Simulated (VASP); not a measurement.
# GaC3 (Pm-3m) in VASP: notebook

GaC3 is run at these levels: PBE; tasks: relaxation of cell and atoms.

All numbers are computed with VASP 6.6.1; they aren't measurements. Logs are shortened: lines on timing, memory, paths and dates and some standing lists are left out, and cuts for length are marked.

### 1 The cell of the first run

It takes space group Pm-3m (No. 221, cubic). The conventional cell has a = 3.319 Å, b = 3.319 Å, c = 3.319 Å, α = 90.00°, β = 90.00°, γ = 90.00°. Ga (site symmetry m-3m) has 12 C at 2.35 Å within 3.1 Å. Within 3.1 Å of C (site symmetry 4/mmm) lie 4 Ga at 2.35 Å and 8 C at 2.35 Å.

### 2 Relaxation of cell and atoms, PBE, target pressure 6 GPa, at which the enthalpy is minimised

Contents of INCAR:

```
SYSTEM = GaC3
  ALGO = Normal
  EDIFF = 1E-7
  EDIFFG = -0.01
  ENCUT = 600
  GGA = PE
  IBRION = 2
  ISIF = 3
  ISMEAR = 1
  LASPH = .True.
  LCHARG = .False.
  LREAL = .False.
  LWAVE = .False.
  NELM = 60
  NSW = 50
  PREC = Accurate
  PSTRESS = 60.0
  SIGMA = 0.1
```

Contents of KPOINTS:

```
k-points
0
Gamma
  7 7 7
  0 0 0
```

Contents of POSCAR:

```
GaC3
1.0
    3.3189480000      0.0000000000      0.0000000000
    0.0000000000      3.3189480000      0.0000000000
    0.0000000000      0.0000000000      3.3189480000
Ga C
1 3
Direct
    0.0000000000      0.0000000000      0.0000000000
    0.0000000000      0.5000000000      0.5000000000
    0.5000000000      0.0000000000      0.5000000000
    0.5000000000      0.5000000000      0.0000000000
```

Potentials or basis: VASP PAW PBE potentials, release 64 (Ga_d, C).

Command:

```bash
cat potpaw_PBE.64/Ga_d/POTCAR potpaw_PBE.64/C/POTCAR > POTCAR
mpirun -np 1 vasp_std > vasp.out
```

OUTCAR:

```text
SYSTEM = GaC3
   EDIFF = 1E-7
   EDIFFG = -0.01
   ENCUT = 600
   GGA = PE
   IBRION = 2
   ISIF = 3
   ISMEAR = 1
   LASPH = .True.
   LREAL = .False.
   NELM = 60
   NSW = 50
   PREC = Accurate
   PSTRESS = 60.0

 ion  position               nearest neighbor table
   1  0.000  0.000  0.000-   2 2.35   3 2.35   4 2.35   2 2.35   3 2.35   2 2.35   4 2.35   2 2.35
                             3 2.35   4 2.35   3 2.35   4 2.35
   2  0.000  0.500  0.500-   1 2.35   1 2.35   1 2.35   1 2.35
   3  0.500  0.000  0.500-   1 2.35   1 2.35   1 2.35   1 2.35
   4  0.500  0.500  0.000-   1 2.35   1 2.35   1 2.35   1 2.35

  LATTYP: Found a simple cubic cell.
 ALAT       =     3.3189480000

  Lattice vectors:

 A1 = (   3.3189480000,   0.0000000000,   0.0000000000)
 A2 = (   0.0000000000,   3.3189480000,   0.0000000000)
 A3 = (   0.0000000000,   0.0000000000,   3.3189480000)

Analysis of symmetry for initial positions (statically):
=====================================================================
 Subroutine PRICEL returns:
 Original cell was already a primitive cell.

 Routine SETGRP: Setting up the symmetry group for a
 simple cubic supercell.

 Subroutine GETGRP returns: Found 48 space group operations
[... 9 lines left out ...]

 Routine SETGRP: Setting up the symmetry group for a
 simple cubic supercell.

 Subroutine GETGRP returns: Found 48 space group operations
[... 11 lines left out ...]
                                     Primitive cell

  volume of cell :      36.5596

  direct lattice vectors                    reciprocal lattice vectors
     3.318948000  0.000000000  0.000000000     0.301300292  0.000000000  0.000000000
     0.000000000  3.318948000  0.000000000     0.000000000  0.301300292  0.000000000
     0.000000000  0.000000000  3.318948000     0.000000000  0.000000000  0.301300292

  length of vectors
     3.318948000  3.318948000  3.318948000     0.301300292  0.301300292  0.301300292

  position of ions in fractional coordinates (direct lattice)
     0.000000000  0.000000000  0.000000000
     0.000000000  0.500000000  0.500000000
     0.500000000  0.000000000  0.500000000
     0.500000000  0.500000000  0.000000000

  ion indices of the primitive-cell ions
   primitive index   ion index
                 1           1
                 2           2
                 3           3
                 4           4

----------------------------------------------------------------------------------------

 KPOINTS: k-points

Automatic generation of k-mesh.
 Grid dimensions read from file:
 generate k-points for:    7    7    7

 Generating k-lattice:

  Cartesian coordinates                     Fractional coordinates (reciprocal lattice)
     0.043042899  0.000000000  0.000000000     0.142857143  0.000000000  0.000000000
     0.000000000  0.043042899  0.000000000     0.000000000  0.142857143  0.000000000
     0.000000000  0.000000000  0.043042899     0.000000000  0.000000000  0.142857143

  Length of vectors
     0.043042899  0.043042899  0.043042899

  Shift w.r.t. Gamma in fractional coordinates (k-lattice)
     0.000000000  0.000000000  0.000000000

 Subroutine IBZKPT returns following result:
 ===========================================

 Found     20 irreducible k-points:

 Following reciprocal coordinates:
            Coordinates               Weight
  0.000000  0.000000  0.000000      1.000000
  0.142857  0.000000  0.000000      6.000000
  0.285714  0.000000  0.000000      6.000000
  0.428571  0.000000  0.000000      6.000000
  0.142857  0.142857  0.000000     12.000000
  0.285714  0.142857  0.000000     24.000000
[... 12 lines left out ...]
  0.428571  0.428571  0.285714     24.000000
  0.428571  0.428571  0.428571      8.000000
   k-points           NKPTS =     20   k-points in BZ     NKDIM =     20   number of bands    NBANDS=     16
   number of dos      NEDOS =    301   number of ions     NIONS =      4
   total plane-waves  NPLWV =  21952
   dimension x,y,z NGX =    28 NGY =   28 NGZ =   28
   dimension x,y,z NGXF=    56 NGYF=   56 NGZF=   56
   ions per type =               1   3
   NGX,Y,Z   is equivalent  to a cutoff of  14.03, 14.03, 14.03 a.u.
   NGXF,Y,Z  is equivalent  to a cutoff of  28.05, 28.05, 28.05 a.u.
 SYSTEM =  GaC3
   PREC   = accura    normal or accurate (medium, high low for compatibility)
   ISTART =      0    job   : 0-new  1-cont  2-samecut
   ICHARG =      2    charge: 1-file 2-atom 10-const
   ISPIN  =      1    spin polarized calculation?
   LNONCOLLINEAR =      F non collinear calculations
   LSORBIT =      F    spin-orbit coupling
   LASPH  =      T    aspherical Exc in radial PAW
   ENCUT  =  600.0 eV  44.10 Ry    6.64 a.u.   6.63  6.63  6.63*2*pi/ulx,y,z
   NELM   =     60;   NELMIN=  2; NELMDL= -5     # of ELM steps
   EDIFF  = 0.1E-06   stopping-criterion for ELM
   LREAL  =      F    real-space projection
   EDIFFG = -.1E-01   stopping-criterion for IOM
   NSW    =     50    number of steps for IOM
   IBRION =      2    ionic relax: 0-MD 1-quasi-New 2-CG
   NFREE  =      1    steps in history (QN), initial steepest desc. (CG)
   ISIF   =      3    stress and relaxation
   ISYM   =      2    0-nonsym 1-usesym 2-fastsym
   POTIM  = 0.5000    time-step for ionic-motion
   TEBEG  =    0.0;   TEEND  =   0.0 temperature during run
   PSTRESS=   60.0 pullay stress
   NELECT =      25.0000    total number of electrons
   NUPDOWN=      -1.0000    fix difference up-down
   EMIN   =  10.00;   EMAX   =-10.00  energy-range for DOS
   EFERMI =   0.00;   METHOD = LEGACY
   ISMEAR =     1;   SIGMA  =   0.10  broadening in eV -4-tet -1-fermi 0-gaus
   EFERMI_NEDOS =   21; number of points for ismear=-14 and -15
   IALGO  =     38    algorithm
   IMIX   =      4    mixing-type and parameters
     AMIX     =   0.40;   BMIX     =  1.00
     AMIX_MAG =   1.60;   BMIX_MAG =  1.00
  volume/ion in A,a.u.               =       9.14        61.68
  Fermi-wavevector in a.u.,A,eV,Ry     =   1.442296  2.725544 28.303079  2.080218
  Thomas-Fermi vector in A             =   2.560832
   LORBIT       =      0    0 simple, 1 ext, 2 COOP (PROOUT), +10 PAW based schemes
   GGA     = PE    functional components
   LHFCALC =     F    Hartree Fock is set to
   AEXX    =    0.0000 exact exchange contribution
   IVDW    =     0    specifies the selected vdW correction
   LEPSILON=     F    determine dielectric tensor
   LRPA    =     F    only Hartree local field effects (RPA)
 conjugate gradient relaxation of ions
 non-spin polarized calculation
 Methfessel and Paxton  Order N= 1 SIGMA  =   0.10
  energy-cutoff  :      600.00
  volume of cell :       36.56
 maximum number of plane-waves:      1241
 NGX is ok and might be reduce to    28
   NGX = 13   NGY = 13   NGZ = 13

--------------------------------------- Ionic step        1  -------------------------------------------

 number of electron      25.0000005 magnetization

 Free energy of the ion-electron system (eV)
  ---------------------------------------------------
  ext. energy  EPLUGINS =         0.00000000
  ---------------------------------------------------
  free energy    TOTEN  =       -17.67909682 eV

  energy without entropy =      -17.67689710  energy(sigma->0) =      -17.67836358

------------------------ aborting loop because EDIFF is reached ----------------------------------------

  FORCE on cell =-STRESS in cart. coord.  units (eV):
  Direction    XX          YY          ZZ          XY          YZ          ZX
  --------------------------------------------------------------------------------------
  -------------------------------------------------------------------------------------
  Total        0.4680245      0.4680245      0.4680245     -0.0000000     -0.0000000      0.0000000
  in kB       20.5105765     20.5105765     20.5105765     -0.0000000     -0.0000000      0.0000000
  external PRESSURE =     -39.4894235 kB  Pullay stress =      60.0000000 kB

 VOLUME and BASIS-vectors are now :
 -----------------------------------------------------------------------------
  energy-cutoff  :      600.00
  volume of cell :       36.56
      direct lattice vectors                 reciprocal lattice vectors
     3.318948000  0.000000000  0.000000000     0.301300292  0.000000000  0.000000000
     0.000000000  3.318948000  0.000000000     0.000000000  0.301300292  0.000000000
     0.000000000  0.000000000  3.318948000     0.000000000  0.000000000  0.301300292
[... 50 lines left out ...]
  FREE ENERGIE OF THE ION-ELECTRON SYSTEM (eV)
  ---------------------------------------------------
  free  energy   TOTEN  =       -17.6443290191 eV

  energy  without entropy=      -17.6431292592  energy(sigma->0) =      -17.64392910

  enthalpy is  TOTEN    =       -16.3193622213 eV   P V=        1.3249667978

--------------------------------------- Ionic step        3  -------------------------------------------

 number of electron      24.9999995 magnetization

 Free energy of the ion-electron system (eV)
  ---------------------------------------------------
  ext. energy  EPLUGINS =         0.00000000
  ---------------------------------------------------
  free energy    TOTEN  =       -17.65768287 eV

  energy without entropy =      -17.65620381  energy(sigma->0) =      -17.65718985

 E-fermi :   7.7390     XC(G=0): -12.6556

 val. band max:        7.6484330903   @ k =   0.2857   0.0000   0.0000
 cond. band min:       7.7629569518   @ k =   0.2857   0.1429   0.0000
 fundamental gap:      0.1145238615
 Fermi energy:         7.7390395493

 k-point     1 :       0.0000    0.0000    0.0000
  band No.  band energies     occupation
      1      -9.1383      2.00000
      2      -7.3686      2.00000
      3      -7.3686      2.00000
      4      -7.1465      2.00000
      5      -7.1465      2.00000
      6      -7.1465      2.00000
[... 8 lines left out ...]
     15       9.0208     -0.00000
     16      11.6870      0.00000
[... 381 lines left out ...]
 POSITION                                       TOTAL-FORCE (eV/Angst)
 -----------------------------------------------------------------------------------
      0.00000      0.00000      0.00000         0.000000      0.000000      0.000000
     -0.00000      1.64629      1.64629        -0.000000     -0.000000      0.000000
      1.64629     -0.00000      1.64629        -0.000000     -0.000000      0.000000
      1.64629      1.64629      0.00000         0.000000     -0.000000      0.000000
 -----------------------------------------------------------------------------------
    total drift:                               -0.000000      0.000000      0.000000

  FREE ENERGIE OF THE ION-ELECTRON SYSTEM (eV)
  ---------------------------------------------------
  free  energy   TOTEN  =       -17.6576828750 eV

  energy  without entropy=      -17.6562038081  energy(sigma->0) =      -17.65718985

  enthalpy is  TOTEN    =       -16.3209314383 eV   P V=        1.3367514367

 reached required accuracy - stopping structural energy minimisation
```

Run time: 44 s. Hardware: 1 thread of AMD EPYC 7R13, shared host; peak memory 0.14 GiB.

Results:

```
Free energy                                            : -17.6577 eV
Relaxed volume                                         : 8.92 Å³/atom
Relaxed cell                                           : a = 3.293 Å, b = 3.293 Å, c = 3.293 Å, α = 90.00°, β = 90.00°, γ = 90.00°
Space group after relaxing (to 0.05 Å)                 : Pm-3m (No. 221)
Energy change on relaxing (the enthalpy is what falls) : +5.4 meV/atom
Ionic steps                                            : 3
Pressure after relaxing                                : 6.0 GPa
```

Step by step:
```tsv
step	energy change (eV)	largest force (eV/Å)	pressure (GPa)	volume (Å³)
1	0.0000	0.0000	2.05	36.56
2	0.0348	0.0000	7.62	35.38
3	0.0214	0.0000	6.00	35.70
```

Final structure:
```cif
data_structure
_symmetry_space_group_name_H-M 'P 1'
_symmetry_Int_Tables_number 1
_cell_length_a 3.2926
_cell_length_b 3.2926
_cell_length_c 3.2926
_cell_angle_alpha 90.000
_cell_angle_beta 90.000
_cell_angle_gamma 90.000
_cell_volume 35.70
loop_
_atom_site_label
_atom_site_type_symbol
_atom_site_fract_x
_atom_site_fract_y
_atom_site_fract_z
_atom_site_occupancy
Ga1 Ga 0.00000 0.00000 0.00000 1
C1 C 0.00000 0.50000 0.50000 1
C2 C 0.50000 0.00000 0.50000 1
C3 C 0.50000 0.50000 0.00000 1
```

Levels at points of the mesh, in eV from the Fermi level:
```tsv
k point	band 8	band 9	band 10	band 11	band 12	band 13	band 14	band 15	band 16
(0.00, 0.00, 0.00)	-6.20	-5.54	-5.54	-5.54	0.10	1.28	1.28	1.28	3.95
```

Caveat: the cell is relaxed towards a set pressure, so the enthalpy falls and the energy may rise.

### 3 Relaxation of cell and atoms, PBE, target pressure 8 GPa, at which the enthalpy is minimised

Contents of INCAR:

```
SYSTEM = GaC3
PREC = Accurate ; ENCUT = 600
EDIFF = 1E-6 ; ISMEAR = 1
SIGMA = 0.1 ; LREAL = .False.
LASPH = .True. ; NELM = 100
ALGO = Normal ; ISIF = 3
LWAVE = .False. ; LCHARG = .False.
GGA = PE ; IBRION = 2
NSW = 50 ; EDIFFG = -0.01
PSTRESS = 80.0
```

Contents of KPOINTS:

```
Automatic mesh
0
Gamma
  7 7 7
  0 0 0
```

POSCAR is that of step 2.

Potentials or basis: VASP PAW PBE potentials, release 64 (Ga_d, C).

Command:

```bash
cat potpaw_PBE.64/Ga_d/POTCAR potpaw_PBE.64/C/POTCAR > POTCAR
mpirun -np 1 vasp_std > vasp.out
```

Run time: 36 s. Hardware: 1 thread of AMD EPYC 7R13, shared host; peak memory 0.14 GiB.

Results (log left out):

| Property | Result |
| --- | --- |
| Free energy | -17.6409 eV |
| Relaxed volume | 8.83 Å³/atom |
| Relaxed cell | a = 3.281 Å, b = 3.281 Å, c = 3.281 Å, α = 90.00°, β = 90.00°, γ = 90.00° |
| Space group after relaxing (to 0.05 Å) | Pm-3m (No. 221) |
| Energy change on relaxing (the enthalpy is what falls) | +9.6 meV/atom |
| Ionic steps | 3 |
| Pressure after relaxing | 8.0 GPa |

The path:
```tsv
step	energy change (eV)	largest force (eV/Å)	pressure (GPa)	volume (Å³)
1	0.0000	0.0000	1.98	36.56
2	0.0698	0.0000	11.05	34.77
3	0.0382	0.0000	7.99	35.31
```

Final structure:
```
Ga C
1.0
     3.28069    0.00000    0.00000
     0.00000    3.28069    0.00000
     0.00000    0.00000    3.28069
Ga C
1 3
Direct
  0.00000 0.00000 0.00000
  0.00000 0.50000 0.50000
  0.50000 0.00000 0.50000
  0.50000 0.50000 0.00000
```

Levels at points of the mesh, in eV from the Fermi level:
```tsv
k point	band 9	band 10	band 11	band 12	band 13	band 14	band 15	band 16
(0.00, 0.00, 0.00)	-5.60	-5.60	-5.60	0.15	1.29	1.29	1.29	3.99
```

Caveat: the cell is relaxed towards a set pressure, so the enthalpy falls and the energy may rise.
